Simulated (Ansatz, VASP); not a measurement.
## One calculation of C, two programs

The input INCAR:

```
SYSTEM = C
PREC     = Accurate       ! precision mode
ENCUT    = 520            ! plane-wave cutoff, eV
EDIFF    = 1E-6           ! SCF threshold, eV
ISMEAR   = -1             ! smearing method
SIGMA    = 0.1            ! smearing width, eV
LREAL    = .FALSE.        ! projectors in reciprocal space
LASPH    = .TRUE.         ! aspherical terms in the spheres
NELM     = 80             ! most SCF steps
ALGO     = Normal         ! electronic algorithm
ISIF     = 2              ! what is computed and relaxed
LWAVE    = .FALSE.        ! write WAVECAR
LCHARG   = .FALSE.        ! write CHGCAR
GGA      = CA             ! functional
NBANDS   = 13             ! bands
```

File KPOINTS:

```
Automatic mesh
0
G
  7 7 27
  0 0 0
```

POSCAR

```
C
1.0
    5.5390704375      0.0000000000      0.0000000000
   -2.7695352188      4.7969757122      0.0000000000
    0.0000000000      0.0000000000      1.2416919954
C
3
Direct
    0.0000000000      1.0000000000      0.0000000000
    0.3333333333      0.6666666667      0.5000000000
    0.6666666667      0.3333333333      0.5000000000
```

Input for Ansatz:

```yaml
crystal:
  lattice:
    - [5.5390704375, 0.0, 0.0]
    - [-2.7695352188, 4.7969757122, 0.0]
    - [0.0, 0.0, 1.2416919954]
  atoms:
    - { symbol: C, position: [0.0, 1.0, 0.0] }
    - { symbol: C, position: [0.3333333333, 0.6666666667, 0.5] }
    - { symbol: C, position: [0.6666666667, 0.3333333333, 0.5] }
hamiltonian:
  xc: lda
  pseudopotentials:
    kind: paw
    azcp:
      C: "pseudopotentials/C.paw.azcp"
basis:
  ecutwfc: 420
  fft_grid_basis: typed
kpoints:
  mp_grid: { grid: [7, 7, 27], shift: [0, 0, 0] }
magnetization:
  spin_polarized: false
scf:
  occupations: { method: fermi_dirac, width: 0.1 }
  lower_state_search: "off"
output:
  stress: true
  write_density: true
  write_potential: true
  elf: true
  volumetric_format: npy
```

Alike in both runs: task single point; functional LDA; k mesh 7 × 7 × 27; occupations fermi-dirac, width 0.1 eV; no spin polarisation.

|  | VASP | Ansatz |
| --- | --- | --- |
| version | VASP 6.6.1 | Ansatz 0.2.0 |
| potentials or method | VASP PAW LDA potentials, release 64 (C), cutoff 520 eV | plane waves (420 eV) with PAW, scalar-relativistic |
| valence electrons in the cell | 12 | 12 |

VASP gave:

- pressure (GPa): 18.6
- traceless stress, the component that is largest in VASP (GPa): 33.98

Problem. Which values does Ansatz return?

Solution. Pressure (GPa): 18.8; traceless stress, the component that is largest in VASP (GPa): 34.06.

Ansatz warns that its potentials were made for another functional, while VASP's fit it. LDA's correlation is that of Perdew and Zunger in VASP and of Perdew and Wang (1992) in Ansatz.
